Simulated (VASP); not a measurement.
# AlNi (P4/mmm) in VASP: a series of runs

The runs below take AlNi through single point, with PBE.

Everything below comes from runs of VASP 6.6.1. Logs are shortened: lines on timing, memory, paths and dates and some standing lists are left out, and cuts for length are marked.

## (1) The cell of the first run

It takes space group P4/mmm (No. 123, tetragonal). Conventional cell: a = 2.831 Å, b = 2.831 Å, c = 2.901 Å, α = 90.00°, β = 90.00°, γ = 90.00°. Al (site symmetry 4/mmm) has 8 Ni at 2.47 Å and 6 Al at 2.83 to 2.90 Å within 3.3 Å. Within 3.3 Å of Ni (site symmetry 4/mmm) lie 8 Al at 2.47 Å and 6 Ni at 2.83 to 2.90 Å.

## (2) Single point, PBE (strain -0.0200 x Voigt [1, 1, 0, 0, 0, 0])

INCAR

```
SYSTEM = AlNi
PREC = Accurate
ENCUT = 520
EDIFF = 1E-6
ISMEAR = 0
SIGMA = 0.15
LREAL = .False.
LASPH = .True.
NELM = 80
ALGO = Fast
ISIF = 2
LWAVE = .False.
LCHARG = .False.
GGA = PE
NBANDS = 14
```

KPOINTS

```
Automatic mesh
0
Gamma
  20 20 20
  0 0 0
```

POSCAR

```
AlNi
1.0
    2.0019536108     -2.0019536108      0.0000000000
    2.0019536108      2.0019536108      0.0000000000
    0.0000000000      0.0000000000      2.9011416498
Al Ni
1 1
Direct
    0.0000000000      0.0000000000      0.0000000000
    0.5000000000      0.5000000000      0.5000000000
```

Potentials or basis: VASP PAW PBE potentials, release 64 (Al, Ni).

Started as:

```
> cat potpaw_PBE.64/Al/POTCAR potpaw_PBE.64/Ni/POTCAR > POTCAR
> mpirun -np 1 vasp_std > vasp.out
```

OUTCAR:

```text
SYSTEM = AlNi
   PREC = Accurate
   ENCUT = 520
   EDIFF = 1E-6
   ISMEAR = 0
   LREAL = .False.
   LASPH = .True.
   NELM = 80
   ISIF = 2
   GGA = PE

 ion  position               nearest neighbor table
   1  0.000  0.000  0.000-   2 2.47   2 2.47   2 2.47   2 2.47   2 2.47   2 2.47   2 2.47   2 2.47

   2  0.500  0.500  0.500-   1 2.47   1 2.47   1 2.47   1 2.47   1 2.47   1 2.47   1 2.47   1 2.47

  LATTYP: Found a simple tetragonal cell.
 ALAT       =     2.8311899476
 C/A-ratio  =     1.0247075270

  Lattice vectors:

 A1 = (   2.0019536108,  -2.0019536108,   0.0000000000)
 A2 = (   2.0019536108,   2.0019536108,   0.0000000000)
 A3 = (   0.0000000000,   0.0000000000,   2.9011416498)

Analysis of symmetry for initial positions (statically):
=====================================================================
 Subroutine PRICEL returns:
 Original cell was already a primitive cell.

 Routine SETGRP: Setting up the symmetry group for a
 simple tetragonal supercell.

 Subroutine GETGRP returns: Found 16 space group operations
 (whereof 16 operations were pure point group operations)
 out of a pool of 16 trial point group operations.

The static configuration has the point symmetry D_4h.

Analysis of symmetry for dynamics (positions and initial velocities):
=====================================================================
 Subroutine PRICEL returns:
 Original cell was already a primitive cell.

 Routine SETGRP: Setting up the symmetry group for a
 simple tetragonal supercell.

 Subroutine GETGRP returns: Found 16 space group operations
 (whereof 16 operations were pure point group operations)
 out of a pool of 16 trial point group operations.

The dynamic configuration has the point symmetry D_4h.

 Subroutine INISYM returns: Found 16 space group operations
 (whereof 16 operations are pure point group operations),
 and found     1 'primitive' translations

----------------------------------------------------------------------------------------

                                     Primitive cell

  volume of cell :      23.2545

  direct lattice vectors                    reciprocal lattice vectors
     2.001953611 -2.001953611  0.000000000     0.249756037 -0.249756037  0.000000000
     2.001953611  2.001953611  0.000000000     0.249756037  0.249756037  0.000000000
     0.000000000  0.000000000  2.901141650     0.000000000  0.000000000  0.344691891

  length of vectors
     2.831189948  2.831189948  2.901141650     0.353208375  0.353208375  0.344691891

  position of ions in fractional coordinates (direct lattice)
     0.000000000  0.000000000  0.000000000
     0.500000000  0.500000000  0.500000000

  ion indices of the primitive-cell ions
   primitive index   ion index
                 1           1
                 2           2

----------------------------------------------------------------------------------------

 KPOINTS: Automatic mesh

Automatic generation of k-mesh.
 Grid dimensions read from file:
 generate k-points for:   20   20   20

 Generating k-lattice:

  Cartesian coordinates                     Fractional coordinates (reciprocal lattice)
     0.012487802 -0.012487802  0.000000000     0.050000000  0.000000000  0.000000000
     0.012487802  0.012487802  0.000000000     0.000000000  0.050000000  0.000000000
     0.000000000  0.000000000  0.017234595     0.000000000  0.000000000  0.050000000

  Length of vectors
     0.017660419  0.017660419  0.017234595

  Shift w.r.t. Gamma in fractional coordinates (k-lattice)
     0.000000000  0.000000000  0.000000000

 Subroutine IBZKPT returns following result:
 ===========================================

 Found    726 irreducible k-points:

 Following reciprocal coordinates:
            Coordinates               Weight
  0.000000  0.000000  0.000000      1.000000
  0.050000  0.000000  0.000000      4.000000
  0.100000  0.000000  0.000000      4.000000
  0.150000  0.000000  0.000000      4.000000
  0.200000  0.000000  0.000000      4.000000
  0.250000  0.000000  0.000000      4.000000
[... 16 lines left out ...]
  0.150000  0.100000  0.000000      8.000000
  0.200000  0.100000  0.000000      8.000000
 [... further k-points ...]
   k-points           NKPTS =    726   k-points in BZ     NKDIM =    726   number of bands    NBANDS=     14
   number of dos      NEDOS =    301   number of ions     NIONS =      2
   total plane-waves  NPLWV =  13824
   dimension x,y,z NGX =    24 NGY =   24 NGZ =   24
   dimension x,y,z NGXF=    48 NGYF=   48 NGZF=   48
   ions per type =               1   1
   NGX,Y,Z   is equivalent  to a cutoff of  14.09, 14.09, 13.75 a.u.
   NGXF,Y,Z  is equivalent  to a cutoff of  28.19, 28.19, 27.51 a.u.
 SYSTEM =  AlNi
   PREC   = accura    normal or accurate (medium, high low for compatibility)
   ISTART =      0    job   : 0-new  1-cont  2-samecut
   ICHARG =      2    charge: 1-file 2-atom 10-const
   ISPIN  =      1    spin polarized calculation?
   LNONCOLLINEAR =      F non collinear calculations
   LSORBIT =      F    spin-orbit coupling
   LASPH  =      T    aspherical Exc in radial PAW
   ENCUT  =  520.0 eV  38.22 Ry    6.18 a.u.   5.26  5.26  5.39*2*pi/ulx,y,z
   NELM   =     80;   NELMIN=  2; NELMDL= -5     # of ELM steps
   EDIFF  = 0.1E-05   stopping-criterion for ELM
   LREAL  =      F    real-space projection
   EDIFFG = 0.1E-04   stopping-criterion for IOM
   NSW    =      0    number of steps for IOM
   IBRION =     -1    ionic relax: 0-MD 1-quasi-New 2-CG
   NFREE  =      0    steps in history (QN), initial steepest desc. (CG)
   ISIF   =      2    stress and relaxation
   ISYM   =      2    0-nonsym 1-usesym 2-fastsym
   POTIM  = 0.5000    time-step for ionic-motion
   TEBEG  =    0.0;   TEEND  =   0.0 temperature during run
   PSTRESS=    0.0 pullay stress
   NELECT =      13.0000    total number of electrons
   NUPDOWN=      -1.0000    fix difference up-down
   EMIN   =  10.00;   EMAX   =-10.00  energy-range for DOS
   EFERMI =   0.00;   METHOD = LEGACY
   ISMEAR =     0;   SIGMA  =   0.15  broadening in eV -4-tet -1-fermi 0-gaus
   EFERMI_NEDOS =   21; number of points for ismear=-14 and -15
   IALGO  =     68    algorithm
   IMIX   =      4    mixing-type and parameters
     AMIX     =   0.40;   BMIX     =  1.00
     AMIX_MAG =   1.60;   BMIX_MAG =  1.00
  volume/ion in A,a.u.               =      11.63        78.46
  Fermi-wavevector in a.u.,A,eV,Ry     =   1.348612  2.548507 24.745649  1.818754
  Thomas-Fermi vector in A             =   2.476266
   LORBIT       =      0    0 simple, 1 ext, 2 COOP (PROOUT), +10 PAW based schemes
   GGA     = PE    functional components
   LHFCALC =     F    Hartree Fock is set to
   AEXX    =    0.0000 exact exchange contribution
   IVDW    =     0    specifies the selected vdW correction
   LEPSILON=     F    determine dielectric tensor
   LRPA    =     F    only Hartree local field effects (RPA)
 non-spin polarized calculation
 RMM-DIIS sequential band-by-band and
 Gauss-broadening in eV      SIGMA  =   0.15
  energy-cutoff  :      520.00
  volume of cell :       23.25
 maximum number of plane-waves:       644
 NGX is ok and might be reduce to    24
   NGX = 11   NGY = 11   NGZ = 11

 number of electron      13.0000004 magnetization

 Free energy of the ion-electron system (eV)
  ---------------------------------------------------
  ext. energy  EPLUGINS =         0.00000000
  ---------------------------------------------------
  free energy    TOTEN  =       -10.52031503 eV

  energy without entropy =      -10.51054046  energy(sigma->0) =      -10.51542775

 E-fermi :  10.3966     XC(G=0): -12.1831

 val. band max:       10.3924916592   @ k =   0.3000   0.2000   0.4000
 cond. band min:      10.4030368378   @ k =   0.0500   0.0000   0.3000
 fundamental gap:      0.0105451786
 Fermi energy:        10.3966432844

 k-point     1 :       0.0000    0.0000    0.0000
  band No.  band energies     occupation
      1      -0.9444      2.00000
      2       7.0242      2.00000
      3       7.0477      2.00000
      4       8.7791      2.00000
      5       8.7791      2.00000
      6       8.8457      2.00000
      7      15.4349      0.00000
      8      16.3188      0.00000
      9      16.3188      0.00000
     10      18.4891      0.00000
     11      18.7136      0.00000
     12      24.6770      0.00000
     13      31.4736      0.00000
     14      31.4836      0.00000

 k-point     2 :       0.0500    0.0000    0.0000
  band No.  band energies     occupation
      1      -0.8966      2.00000
      2       7.0316      2.00000
      3       7.0510      2.00000
      4       8.7553      2.00000
      5       8.7815      2.00000
      6       8.8249      2.00000
      7      15.5002      0.00000
      8      15.7165      0.00000
      9      16.3811      0.00000
     10      18.5290      0.00000
     11      19.2188      0.00000
     12      24.8539      0.00000
     13      30.8183      0.00000
     14      31.4687      0.00000

 k-point     3 :       0.1000    0.0000    0.0000
  band No.  band energies     occupation
      1      -0.7537      2.00000
      2       7.0302      2.00000
      3       7.0780      2.00000
      4       8.6880      2.00000
      5       8.7654      2.00000
      6       8.7885      2.00000
      7      14.5962      0.00000
      8      15.6923      0.00000
      9      16.5650      0.00000
     10      18.5442      0.00000
     11      20.1385      0.00000
     12      25.4016      0.00000
     13      29.6134      0.00000
     14      30.2827      0.00000

 k-point     4 :       0.1500    0.0000    0.0000
  band No.  band energies     occupation
      1      -0.5167      2.00000
      2       6.9967      2.00000
      3       7.1313      2.00000
      4       8.5873      2.00000
      5       8.6760      2.00000
      6       8.7994      2.00000
      7      13.4217      0.00000
      8      16.0015      0.00000
      9      16.8624      0.00000
     10      18.5596      0.00000
     11      20.9791      0.00000
     12      26.3346      0.00000
     13      28.3322      0.00000
     14      29.0298      0.00000

 k-point     5 :       0.2000    0.0000    0.0000
  band No.  band energies     occupation
      1      -0.1874      2.00000
      2       6.9027      2.00000
      3       7.2010      2.00000
      4       8.4671      2.00000
      5       8.5681      2.00000
      6       8.8131      2.00000
      7      12.3261      0.00000
      8      16.4149      0.00000
      9      17.2627      0.00000
     10      18.5790      0.00000
     11      21.6700      0.00000
[... 276 lines left out ...]
 k-point    22 :       0.1000    0.1000    0.0000
  band No.  band energies     occupation
      1      -0.5641      2.00000
      2       7.0650      2.00000
      3       7.0875      2.00000
      4       8.6759      2.00000
      5       8.6760      2.00000
      6       8.7221      2.00000
      7      14.4993      0.00000
      8      15.1519      0.00000
      9      15.9460      0.00000
     10      19.1833      0.00000
     11      21.1478      0.00000
     12      25.9739      0.00000
     13      28.4081      0.00000
     14      29.6368      0.00000

 k-point    23 :       0.1500    0.1000    0.0000
  band No.  band energies     occupation
      1      -0.3284      2.00000
      2       7.0456      2.00000
      3       7.1363      2.00000
      4       8.5779      2.00000
      5       8.5922      2.00000
      6       8.7197      2.00000
      7      13.5423      0.00000
      8      15.1814      0.00000
      9      16.2512      0.00000
     10      19.3389      0.00000
     11      22.0269      0.00000
     12      26.7099      0.00000
     13      27.2044      0.00000
     14      28.4445      0.00000

 k-point    24 :       0.2000    0.1000    0.0000
  band No.  band energies     occupation
      1      -0.0012      2.00000
      2       6.9631      2.00000
      3       7.2070      2.00000
      4       8.4646      2.00000
      5       8.4767      2.00000
      6       8.7327      2.00000
      7      12.4692      0.00000
      8      15.4807      0.00000
      9      16.6599      0.00000
     10      19.4463      0.00000
     11      22.8031      0.00000
     12      25.9437      0.00000
     13      27.1949      0.00000
     14      27.8895      0.00000

 [... further k-points ...]

------------------------ aborting loop because EDIFF is reached ----------------------------------------

  FORCE on cell =-STRESS in cart. coord.  units (eV):
  Direction    XX          YY          ZZ          XY          YZ          ZX
  --------------------------------------------------------------------------------------
  -------------------------------------------------------------------------------------
  Total        1.0872850      1.0872850      0.8234738      0.0000000     -0.0000000      0.0000000
  in kB       74.9112462     74.9112462     56.7353107      0.0000000     -0.0000000      0.0000000
  external PRESSURE =      68.8526011 kB  Pullay stress =       0.0000000 kB

 VOLUME and BASIS-vectors are now :
 -----------------------------------------------------------------------------
  energy-cutoff  :      520.00
  volume of cell :       23.25
      direct lattice vectors                 reciprocal lattice vectors
     2.001953611 -2.001953611  0.000000000     0.249756037 -0.249756037  0.000000000
     2.001953611  2.001953611  0.000000000     0.249756037  0.249756037  0.000000000
     0.000000000  0.000000000  2.901141650     0.000000000  0.000000000  0.344691891

 POSITION                                       TOTAL-FORCE (eV/Angst)
 -----------------------------------------------------------------------------------
      0.00000      0.00000      0.00000        -0.000000     -0.000000      0.000000
      2.00195      0.00000      1.45057         0.000000      0.000000      0.000000
 -----------------------------------------------------------------------------------
    total drift:                                0.000000     -0.000000     -0.000000

  FREE ENERGIE OF THE ION-ELECTRON SYSTEM (eV)
  ---------------------------------------------------
  free  energy   TOTEN  =       -10.5203150330 eV

  energy  without entropy=      -10.5105404627  energy(sigma->0) =      -10.51542775
```

Run time: 100 s. Hardware: 1 thread of Intel Xeon Platinum 8488C (Sapphire Rapids), shared host; peak memory 0.34 GiB.

Results:

- Free energy: -10.5203 eV
- Pressure: 6.9 GPa

Levels at points of the mesh, in eV from the Fermi level:
```csv
k point,band 3,band 4,band 5,band 6,band 7,band 8,band 9,band 10,band 11,band 12
"(0.00, 0.00, 0.00)",-3.35,-1.62,-1.62,-1.55,5.04,5.92,5.92,8.09,8.32,14.28
"(0.50, 0.00, 0.00)",-2.85,-2.42,-2.28,-1.52,-0.60,8.30,9.65,10.47,10.77,11.50
"(0.50, 0.50, 0.00)",-2.85,-2.85,-2.22,-2.22,-1.01,1.69,2.75,12.19,15.02,15.02
"(0.00, 0.00, 0.50)",-2.89,-2.28,-2.28,-1.47,-0.78,8.32,10.38,10.38,11.24,11.24
"(0.50, 0.00, 0.50)",-3.08,-2.95,-2.13,-2.10,-1.07,1.47,2.53,12.80,15.41,15.67
"(0.50, 0.50, 0.50)",-4.23,-1.05,-0.98,1.95,2.01,2.01,3.95,4.48,4.48,4.74
```

Caveat: the cell differs from its parent crystal (strain -0.0200 x Voigt [1, 1, 0, 0, 0, 0]).

[end of part 1 of 2]
